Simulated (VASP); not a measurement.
Set up this calculation in VASP 6.6.1, as the native input.

```
Task                      : relaxation of the atoms
Functional                : PBE
Potentials or basis       : VASP PAW PBE potentials, release 64 (F, Mg)
Cutoff                    : 520 eV
k mesh                    : 3 × 3 × 1
Occupations               : gaussian, width 0.05 eV
Spin                      : no spin polarisation
Dipole correction         : yes
Atoms held fixed (from 0) : [0, 1, 2, 3, 4, 5, 6, 7, 16, 17, 18, 19]
Further INCAR settings    : ALGO = Normal; EDIFF = 1e-07; NELMDL = -8; IBRION = 2; EDIFFG = -0.03; NSW = 90
```

The structure of MgF2 lies in POSCAR:

```
MgF2
1.0
    6.1851578341      0.0000000000      0.0000000000
    0.0000000000      6.6437953315      0.0000000000
    0.0000000000      0.0000000000     21.9319886407
F Mg
16 8
Selective dynamics
Direct
    0.0000000000      0.0000000000      0.3647640044  F F F
    0.5000000000      0.0000000000      0.3647640044  F F F
    0.2500000000      0.3035692820      0.4242682066  F F F
    0.7500000000      0.3035692820      0.4242682066  F F F
    0.2500000000      0.6964307180      0.4242682066  F F F
    0.7500000000      0.6964307180      0.4242682066  F F F
    0.0000000000      0.0000000000      0.4837724088  F F F
    0.5000000000      0.0000000000      0.4837724088  F F F
    0.0000000000      0.5000000000      0.5162275912  T T T
    0.5000000000      0.5000000000      0.5162275912  T T T
    0.2500000000      0.8035692820      0.5757317934  T T T
    0.7500000000      0.8035692820      0.5757317934  T T T
    0.2500000000      0.1964307180      0.5757317934  T T T
    0.7500000000      0.1964307180      0.5757317934  T T T
    0.0000000000      0.5000000000      0.6352359956  T T T
    0.5000000000      0.5000000000      0.6352359956  T T T
    0.0000000000      0.5000000000      0.4242682066  F F F
    0.5000000000      0.5000000000      0.4242682066  F F F
    0.2500000000      0.0000000000      0.4242682066  F F F
    0.7500000000      0.0000000000      0.4242682066  F F F
    0.0000000000      0.0000000000      0.5757317934  T T T
    0.5000000000      0.0000000000      0.5757317934  T T T
    0.2500000000      0.5000000000      0.5757317934  T T T
    0.7500000000      0.5000000000      0.5757317934  T T T
```

These files were run (other wordings do the same):

INCAR

```
SYSTEM = MgF2
PREC     = Accurate       ! precision mode
ENCUT    = 520            ! plane-wave cutoff, eV
EDIFF    = 1E-7           ! SCF threshold, eV
ISMEAR   = 0              ! smearing method
SIGMA    = 0.05           ! smearing width, eV
LREAL    = .False.        ! projectors in reciprocal space
LASPH    = .True.         ! aspherical terms in the spheres
NELM     = 120            ! most SCF steps
ALGO     = Normal         ! electronic algorithm
ISIF     = 2              ! what is computed and relaxed
LWAVE    = .False.        ! write WAVECAR
LCHARG   = .False.        ! write CHGCAR
LDIPOL   = .True.       
IDIPOL   = 3            
DIPOL    = 0.5 0.5 0.500
GGA      = PE             ! functional
IBRION   = 2              ! ionic algorithm
NSW      = 90             ! ionic steps
EDIFFG   = -0.03          ! ionic threshold
GGA_COMPAT= .False.      
NELMIN   = 4            
NELMDL   = -8           
KPAR     = 2            
NCORE    = 2
```

KPOINTS

```
Automatic mesh
0
Gamma
  3 3 1
  0 0 0
```

Potentials or basis: VASP PAW PBE potentials, release 64 (F, Mg).

Run with:

```bash
$ cat potpaw_PBE.64/F/POTCAR potpaw_PBE.64/Mg/POTCAR > POTCAR
$ mpirun -np 4 vasp_std > vasp.out
```

It gave:

```
Energy gained by relaxing : 23.1 meV/atom
Ionic steps               : 14
Band gap on the k mesh    : 4.94 eV
```

It took 19 min on 4 MPI ranks on AMD EPYC 9R45 (Zen 5), on a shared host, peak memory 0.57 GiB a rank.
